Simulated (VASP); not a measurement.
# Cr (Fm-3m) in VASP: further runs

Runs on Cr. Level: PBE. Tasks: single point.

Program: VASP 6.6.1. These are calculated values, not measurements. Logs are shortened: lines on timing, memory, paths and dates and some standing lists are left out, and cuts for length are marked.

### 1 The cell of the first run

It takes space group Fm-3m (No. 225, cubic). The conventional cell has a = 3.585 Å, b = 3.585 Å, c = 3.585 Å, α = 90.00°, β = 90.00°, γ = 90.00°. Within 3.3 Å of Cr (site symmetry m-3m) lie 12 Cr at 2.54 Å.

### 2 Single point, PBE (volume scaled by 0.97)

INCAR

```
SYSTEM = Cr
  PREC = Accurate
  ENCUT = 520
  EDIFF = 1E-6
  ISMEAR = 0
  SIGMA = 0.1
  LREAL = .FALSE.
  LASPH = .TRUE.
  NELM = 60
  ALGO = Normal
  ISIF = 2
  LWAVE = .FALSE.
  LCHARG = .FALSE.
  GGA = PE
  NBANDS = 12
```

KPOINTS

```
regular mesh
0
G
  20 20 20
  0 0 0
```

POSCAR

```
Cr
1.0
    0.0000000000      1.7925486162      1.7925486162
    1.7925486162      0.0000000000      1.7925486162
    1.7925486162      1.7925486162      0.0000000000
Cr
1
Direct
    0.0000000000      0.0000000000      0.0000000000
```

Potentials or basis: VASP PAW PBE potentials, release 64 (Cr_pv).

Run with:

```sh
$ cat potpaw_PBE.64/Cr_pv/POTCAR > POTCAR
$ mpirun -np 1 vasp_std > vasp.out
```

OUTCAR:

```text
SYSTEM = Cr
   PREC = Accurate
   ENCUT = 520
   EDIFF = 1E-6
   ISMEAR = 0
   LREAL = .FALSE.
   LASPH = .TRUE.
   NELM = 60
   ISIF = 2
   GGA = PE

 ion  position               nearest neighbor table
   1  0.000  0.000  0.000-

  LATTYP: Found a face centered cubic cell.
 ALAT       =     3.5850972324

  Lattice vectors:

 A1 = (   0.0000000000,   1.7925486162,   1.7925486162)
 A2 = (   1.7925486162,   0.0000000000,   1.7925486162)
 A3 = (   1.7925486162,   1.7925486162,   0.0000000000)

Analysis of symmetry for initial positions (statically):
=====================================================================
 Subroutine PRICEL returns:
 Original cell was already a primitive cell.

 Routine SETGRP: Setting up the symmetry group for a
 face centered cubic supercell.

 Subroutine GETGRP returns: Found 48 space group operations
 (whereof 48 operations were pure point group operations)
 out of a pool of 48 trial point group operations.

The static configuration has the point symmetry O_h .

Analysis of symmetry for dynamics (positions and initial velocities):
=====================================================================
 Subroutine PRICEL returns:
 Original cell was already a primitive cell.

 Routine SETGRP: Setting up the symmetry group for a
 face centered cubic supercell.

 Subroutine GETGRP returns: Found 48 space group operations
 (whereof 48 operations were pure point group operations)
 out of a pool of 48 trial point group operations.

The dynamic configuration has the point symmetry O_h .

 Subroutine INISYM returns: Found 48 space group operations
 (whereof 48 operations are pure point group operations),
 and found     1 'primitive' translations

----------------------------------------------------------------------------------------

                                     Primitive cell

  volume of cell :      11.5197

  direct lattice vectors                    reciprocal lattice vectors
     0.000000000  1.792548616  1.792548616    -0.278932463  0.278932463  0.278932463
     1.792548616  0.000000000  1.792548616     0.278932463 -0.278932463  0.278932463
     1.792548616  1.792548616  0.000000000     0.278932463  0.278932463 -0.278932463

  length of vectors
     2.535046564  2.535046564  2.535046564     0.483125197  0.483125197  0.483125197

  position of ions in fractional coordinates (direct lattice)
     0.000000000  0.000000000  0.000000000

  ion indices of the primitive-cell ions
   primitive index   ion index
[... 75 lines left out ...]
   EDIFFG = 0.1E-04   stopping-criterion for IOM
   NSW    =      0    number of steps for IOM
   IBRION =     -1    ionic relax: 0-MD 1-quasi-New 2-CG
   NFREE  =      0    steps in history (QN), initial steepest desc. (CG)
   ISIF   =      2    stress and relaxation
   ISYM   =      2    0-nonsym 1-usesym 2-fastsym
   POTIM  = 0.5000    time-step for ionic-motion
   TEBEG  =    0.0;   TEEND  =   0.0 temperature during run
   PSTRESS=    0.0 pullay stress
   NELECT =      12.0000    total number of electrons
   NUPDOWN=      -1.0000    fix difference up-down
   EMIN   =  10.00;   EMAX   =-10.00  energy-range for DOS
   EFERMI =   0.00;   METHOD = LEGACY
   ISMEAR =     0;   SIGMA  =   0.10  broadening in eV -4-tet -1-fermi 0-gaus
   EFERMI_NEDOS =   21; number of points for ismear=-14 and -15
   IALGO  =     38    algorithm
   IMIX   =      4    mixing-type and parameters
     AMIX     =   0.40;   BMIX     =  1.00
     AMIX_MAG =   1.60;   BMIX_MAG =  1.00
  volume/ion in A,a.u.               =      11.52        77.74
  Fermi-wavevector in a.u.,A,eV,Ry     =   1.659540  3.136075 37.471423  2.754072
  Thomas-Fermi vector in A             =   2.746931
   LORBIT       =      0    0 simple, 1 ext, 2 COOP (PROOUT), +10 PAW based schemes
   GGA     = PE    functional components
   LHFCALC =     F    Hartree Fock is set to
   AEXX    =    0.0000 exact exchange contribution
   IVDW    =     0    specifies the selected vdW correction
   LEPSILON=     F    determine dielectric tensor
   LRPA    =     F    only Hartree local field effects (RPA)
 non-spin polarized calculation
 Gauss-broadening in eV      SIGMA  =   0.10
  energy-cutoff  :      520.00
  volume of cell :       11.52
 maximum number of plane-waves:       331
   NGX =  9   NGY =  9   NGZ =  9

 number of electron      12.0000007 magnetization

 Free energy of the ion-electron system (eV)
  ---------------------------------------------------
  ext. energy  EPLUGINS =         0.00000000
  ---------------------------------------------------
  free energy    TOTEN  =        -9.12004730 eV

  energy without entropy =       -9.11156888  energy(sigma->0) =       -9.11580809

 E-fermi :  10.7523     XC(G=0): -13.6736

 val. band max:       10.7446437123   @ k =   0.4500   0.1500   0.0500
 cond. band min:      10.7549611381   @ k =  -0.3500   0.4500   0.1000
 fundamental gap:      0.0103174258
 Fermi energy:        10.7522864569

 k-point     1 :       0.0000    0.0000    0.0000
  band No.  band energies     occupation
      1     -31.5523      2.00000
      2     -31.5523      2.00000
      3     -31.5523      2.00000
      4       3.1536      2.00000
      5      10.3083      2.00000
      6      10.3083      2.00000
      7      10.3083      2.00000
      8      12.1450      0.00000
      9      12.1450      0.00000
     10      18.3177      0.00000
     11      30.7581      0.00000
     12      36.5598      0.00000
[... 331 lines left out ...]
 k-point    24 :      -0.3500    0.0500    0.0000
  band No.  band energies     occupation
      1     -32.3274      2.00000
      2     -31.6766      2.00000
      3     -31.6460      2.00000
      4       6.6020      2.00000
      5      10.1794      2.00000
      6      10.3279      2.00000
      7      10.3935      2.00000
      8      12.7882      0.00000
      9      13.2819      0.00000
     10      18.3151      0.00000
     11      23.0118      0.00000
     12      30.2933      0.00000

 [... further k-points ...]
[... 5 lines left out ...]
  --------------------------------------------------------------------------------------
  -------------------------------------------------------------------------------------
  Total        0.4927669      0.4927669      0.4927669      0.0000000     -0.0000000      0.0000000
  in kB       68.5345018     68.5345018     68.5345018      0.0000000     -0.0000000      0.0000000
  external PRESSURE =      68.5345018 kB  Pullay stress =       0.0000000 kB

 VOLUME and BASIS-vectors are now :
 -----------------------------------------------------------------------------
  energy-cutoff  :      520.00
  volume of cell :       11.52
      direct lattice vectors                 reciprocal lattice vectors
     0.000000000  1.792548616  1.792548616    -0.278932463  0.278932463  0.278932463
     1.792548616  0.000000000  1.792548616     0.278932463 -0.278932463  0.278932463
     1.792548616  1.792548616  0.000000000     0.278932463  0.278932463 -0.278932463

 POSITION                                       TOTAL-FORCE (eV/Angst)
 -----------------------------------------------------------------------------------
      0.00000      0.00000      0.00000        -0.000000     -0.000000     -0.000000
 -----------------------------------------------------------------------------------
    total drift:                                0.000000      0.000000      0.000000

  FREE ENERGIE OF THE ION-ELECTRON SYSTEM (eV)
  ---------------------------------------------------
  free  energy   TOTEN  =        -9.1200473009 eV

  energy  without entropy=       -9.1115688778  energy(sigma->0) =       -9.11580809
```

stdout:

```text
POSCAR found type information on POSCAR Cr
 POSCAR found :  1 types and       1 ions
 scaLAPACK will be used
 LDA part: xc-table for (Slater+PW92), standard interpolation
 POSCAR, INCAR and KPOINTS ok, starting setup
 FFT: planning ... GRIDC
 FFT: planning ... GRID_SOFT
 FFT: planning ... GRID
 WAVECAR not read
 entering main loop
```

Wall time 34 s (1 thread of Intel Xeon 8259CL, shared host); peak memory 0.15 GiB.

What came out:

```
Free energy            : -9.1200 eV
Pressure               : 6.9 GPa
Band gap on the k mesh : zero (band 6 reaches 13.37 eV, above the bottom of band 7 at 10.31 eV)
```

Levels at points of the mesh, in eV from the Fermi level:
| k point | band 4 | band 5 | band 6 | band 7 | band 8 | band 9 |
| --- | --- | --- | --- | --- | --- | --- |
| (0.00, 0.00, 0.00) | -7.60 | -0.44 | -0.44 | -0.44 | 1.39 | 1.39 |
| (0.50, 0.00, 0.00) | -4.02 | -0.57 | -0.57 | 0.90 | 2.65 | 2.65 |
| (0.50, 0.50, 0.00) | -4.27 | -3.40 | 2.62 | 2.97 | 2.97 | 3.87 |

Caveat: the cell differs from its parent crystal (volume scaled by 0.97); the run has no spin polarisation, though such a crystal can be magnetic. Spin polarisation is off, so any magnetic state and its effect on volume and gap are missing.

### 3 Single point, PBE

This run uses another cell than the first one, of 11.88 Å³/atom, 1.031 times its volume.

INCAR

```
SYSTEM = Cr
ALGO = Normal
EDIFF = 1E-6
ENCUT = 520
GGA = PE
ISIF = 2
ISMEAR = 0
LASPH = .True.
LCHARG = .True.
LELF = .True.
LREAL = .False.
LVHAR = .True.
LWAVE = .False.
NBANDS = 12
NELM = 80
PREC = Accurate
SIGMA = 0.1
```

KPOINTS

```
k-points
0
Gamma
  20 20 20
  0 0 0
```

POSCAR

```
Cr
1.0
    0.0000000000      1.8108411920      1.8108411920
    1.8108411920      0.0000000000      1.8108411920
    1.8108411920      1.8108411920      0.0000000000
Cr
1
Direct
    0.0000000000      0.0000000000      0.0000000000
```

Potentials or basis: VASP PAW PBE potentials, release 64 (Cr_pv).

Run with:

```sh
$ cat potpaw_PBE.64/Cr_pv/POTCAR > POTCAR
$ mpirun -np 1 vasp_std > vasp.out
```

OUTCAR:

```text
SYSTEM = Cr
   EDIFF = 1E-6
   ENCUT = 520
   GGA = PE
   ISIF = 2
   ISMEAR = 0
   LASPH = .True.
   LREAL = .False.
   NELM = 80
   PREC = Accurate

 ion  position               nearest neighbor table
   1  0.000  0.000  0.000-

  LATTYP: Found a face centered cubic cell.
 ALAT       =     3.6216823840

  Lattice vectors:

 A1 = (   0.0000000000,   1.8108411920,   1.8108411920)
 A2 = (   1.8108411920,   0.0000000000,   1.8108411920)
 A3 = (   1.8108411920,   1.8108411920,   0.0000000000)

Analysis of symmetry for initial positions (statically):
=====================================================================
 Subroutine PRICEL returns:
 Original cell was already a primitive cell.

 Routine SETGRP: Setting up the symmetry group for a
 face centered cubic supercell.

 Subroutine GETGRP returns: Found 48 space group operations
 (whereof 48 operations were pure point group operations)
 out of a pool of 48 trial point group operations.

The static configuration has the point symmetry O_h .

Analysis of symmetry for dynamics (positions and initial velocities):
[... 159 lines left out ...]
 val. band max:       10.3299033981   @ k =   0.4500   0.1500   0.0500
 cond. band min:      10.3470990592   @ k =   0.2000   0.1500   0.0500
 fundamental gap:      0.0171956611
 Fermi energy:        10.3314426109

 k-point     1 :       0.0000    0.0000    0.0000
  band No.  band energies     occupation
      1     -32.0304      2.00000
      2     -32.0304      2.00000
      3     -32.0304      2.00000
      4       2.8333      2.00000
      5       9.9101      2.00000
      6       9.9101      2.00000
      7       9.9101      2.00000
      8      11.6678      0.00000
      9      11.6678      0.00000
     10      17.8610      0.00000
     11      30.1417      0.00000
     12      35.7524      0.00000
[... 331 lines left out ...]
 k-point    24 :      -0.3500    0.0500    0.0000
  band No.  band energies     occupation
      1     -32.7326      2.00000
      2     -32.1437      2.00000
      3     -32.1160      2.00000
      4       6.2714      2.00000
      5       9.7518      2.00000
      6       9.9246      2.00000
      7       9.9946      2.00000
      8      12.2847      0.00000
      9      12.7547      0.00000
     10      17.8581      0.00000
     11      22.2124      0.00000
     12      29.6409      0.00000

 [... further k-points ...]
[... 5 lines left out ...]
  --------------------------------------------------------------------------------------
  -------------------------------------------------------------------------------------
  Total       -0.0316890     -0.0316890     -0.0316890      0.0000000      0.0000000      0.0000000
  in kB       -4.2751127     -4.2751127     -4.2751127      0.0000000      0.0000000      0.0000000
  external PRESSURE =      -4.2751127 kB  Pullay stress =       0.0000000 kB

 VOLUME and BASIS-vectors are now :
 -----------------------------------------------------------------------------
  energy-cutoff  :      520.00
  volume of cell :       11.88
      direct lattice vectors                 reciprocal lattice vectors
     0.000000000  1.810841192  1.810841192    -0.276114770  0.276114770  0.276114770
     1.810841192  0.000000000  1.810841192     0.276114770 -0.276114770  0.276114770
     1.810841192  1.810841192  0.000000000     0.276114770  0.276114770 -0.276114770

 POSITION                                       TOTAL-FORCE (eV/Angst)
 -----------------------------------------------------------------------------------
      0.00000      0.00000      0.00000         0.000000      0.000000      0.000000
 -----------------------------------------------------------------------------------
    total drift:                                0.000000      0.000000      0.000000

  FREE ENERGIE OF THE ION-ELECTRON SYSTEM (eV)
  ---------------------------------------------------
  free  energy   TOTEN  =        -9.1275922517 eV

  energy  without entropy=       -9.1185596551  energy(sigma->0) =       -9.12307595
```

stdout:

```text
POSCAR found type information on POSCAR Cr
 POSCAR found :  1 types and       1 ions
 scaLAPACK will be used
 LDA part: xc-table for (Slater+PW92), standard interpolation
 POSCAR, INCAR and KPOINTS ok, starting setup
 FFT: planning ... GRIDC
 FFT: planning ... GRID_SOFT
 FFT: planning ... GRID
 WAVECAR not read
 entering main loop
```

Run time: 46 s. Hardware: 1 thread of Intel Xeon 8259CL, shared host; peak memory 0.15 GiB.

Results:

```
Free energy            : -9.1276 eV
Pressure               : -0.4 GPa
Band gap on the k mesh : zero (band 6 reaches 12.84 eV, above the bottom of band 7 at 9.91 eV)
```

Caveat: the run has no spin polarisation, though such a crystal can be magnetic.

### 4 Single point, PBE (volume scaled by 1.03)

INCAR

```
SYSTEM = Cr
ALGO = Normal ; EDIFF = 1E-7
ENCUT = 520 ; GGA = PE
ISIF = 2 ; ISMEAR = 0
LASPH = .TRUE. ; LCHARG = .FALSE.
LREAL = .FALSE. ; LWAVE = .FALSE.
NBANDS = 12 ; NELM = 100
PREC = Accurate ; SIGMA = 0.1
```

KPOINTS

```
k-points
0
G
  20 20 20
  0 0 0
```

POSCAR

```
Cr
1.0
    0.0000000000      1.8287714788      1.8287714788
    1.8287714788      0.0000000000      1.8287714788
    1.8287714788      1.8287714788      0.0000000000
Cr
1
Direct
    0.0000000000      0.0000000000      0.0000000000
```

Run with:

```sh
$ cat potpaw_PBE.64/Cr_pv/POTCAR > POTCAR
$ mpirun -np 1 vasp_std > vasp.out
```

It took 46 s on 1 thread of Intel Xeon 8259CL, shared host; peak memory 0.15 GiB.

The run converged. Its results:

- Free energy: -9.1193 eV
- Pressure: -7.0 GPa
- Band gap on the k mesh: zero (band 6 reaches 12.34 eV, above the bottom of band 7 at 9.53 eV)

Levels at points of the mesh, in eV from the Fermi level:
```
           k point  band 3  band 4  band 5  band 6  band 7  band 8  band 9  band 10
(0.00, 0.00, 0.00)  -42.41   -7.40   -0.40   -0.40   -0.40    1.28    1.28     7.50
(0.50, 0.00, 0.00)  -42.51   -3.78   -0.51   -0.51    0.77    2.43    2.43     7.48
(0.50, 0.50, 0.00)  -42.68   -3.94   -3.13    2.40    2.73    2.73    3.57     7.49
```

Caveat: the cell differs from its parent crystal (volume scaled by 1.03); the run has no spin polarisation, though such a crystal can be magnetic.

### 5 The runs side by side

```csv
cell,gap on the mesh (eV),pressure (GPa)
"a = 2.535 Å, angles 60.0°, 1 atom",none,6.9
"a = 2.561 Å, angles 60.0°, 1 atom",none,-0.4
"a = 2.586 Å, angles 60.0°, 1 atom",none,-7.0
```

Alike in all rows: task single point; level PBE; potentials or basis VASP PAW PBE potentials, release 64 (Cr_pv); no spin polarisation; k mesh 20 × 20 × 20; cutoff (eV) 520; smearing gaussian 0.1 eV.

Caveats: the run has no spin polarisation, though such a crystal can be magnetic.

Total energies depend on the potentials used, so only differences within one code and one set of settings carry meaning.
